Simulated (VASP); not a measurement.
The system is KCl.

```xyz
2
Lattice="0.0000 3.1419 3.1419 3.1419 0.0000 3.1419 3.1419 3.1419 0.0000" Properties=species:S:1:pos:R:3 pbc="T T T"
K     0.0000    0.0000    0.0000
Cl    1.5709    1.5709    1.5709
```

* Program: VASP 6.6.1
* Task: relaxation of cell and atoms
* Functional: PBEsol
* Potentials or basis: VASP PAW PBE potentials, release 64 (K_sv, Cl)
* Cutoff: 600 eV
* k mesh: 6 × 6 × 6
* Occupations: fermi-dirac, width 0.03 eV
* Spin: no spin polarisation

At the start: pressure 7.7 GPa; volume 31.01 Å³/atom.

Problem. How do energy, volume and symmetry change on relaxing?

Solution. Over 5 steps the energy falls by 199.2 meV/atom and the volume is 42.13 Å³/atom (+35.8 %); space group F-43m (No. 216, to 0.1 Å) before and after.

Step by step:
| step | energy change (eV) | largest force (eV/Å) | pressure (GPa) | volume (Å³) |
| --- | --- | --- | --- | --- |
| 1 | 0.0000 | 0.0000 | 7.68 | 62.03 |
| 2 | -0.3650 | 0.0000 | 1.51 | 76.37 |
| 3 | -0.3946 | 0.0000 | 0.45 | 81.35 |
| 4 | -0.3984 | 0.0000 | 0.06 | 83.77 |
| 5 | -0.3984 | 0.0000 | -0.01 | 84.25 |

Final structure:
```cif
data_structure
_symmetry_space_group_name_H-M 'P 1'
_symmetry_Int_Tables_number 1
_cell_length_a 4.9208
_cell_length_b 4.9208
_cell_length_c 4.9208
_cell_angle_alpha 60.000
_cell_angle_beta 60.000
_cell_angle_gamma 60.000
_cell_volume 84.25
loop_
_atom_site_label
_atom_site_type_symbol
_atom_site_fract_x
_atom_site_fract_y
_atom_site_fract_z
_atom_site_occupancy
K1 K 0.00000 0.00000 0.00000 1
Cl1 Cl 0.25000 0.25000 0.25000 1
```

Caveat: the volume moved by over 15 % at a fixed basis, so the end points are rough; the PAW data sets were made with another functional, which shifts forces and pressure a little.
